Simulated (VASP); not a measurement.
SiNi3:

```
Ni Si
1.0
     3.61147    0.00000    0.00000
     0.00000    3.61147    0.00000
     0.00000    0.00000    3.61147
Ni Si
3 1
Direct
  0.50000 0.50000 0.00000
  0.50000 0.00000 0.50000
  0.00000 0.50000 0.50000
  0.00000 0.00000 0.00000
```

Base run:

```yaml
Program: VASP 6.6.1
Functional: LDA
Potentials_or_basis: VASP PAW LDA potentials, release 64 (Ni, Si)
Cutoff: 520 eV
k_mesh: 8 × 8 × 8
Occupations: fermi-dirac, width 0.05 eV
Spin: collinear spin, ferromagnetic start
Starting_moments: "[1.0, 1.0, 1.0, 0.0] μB"
```

Its results: band gap on the k mesh zero (filled and empty bands overlap); pressure -27.6 GPa; net moment 0.00 μB per cell.

**Question.** The run is repeated on the same cell with these changes: functional from LDA to r2SCAN; potentials or basis from VASP PAW LDA potentials, release 64 (Ni, Si) to VASP PAW PBE potentials, release 64 (Ni, Si). What comes out?

**Answer.** Band gap on the k mesh zero (filled and empty bands overlap); pressure -21.8 GPa; net moment 0.00 μB per cell.

Caveats: the cell stands under tension; the moments typed at the start vanished in this run; the PAW data sets were made with another functional, which shifts forces and pressure a little (at least some runs).
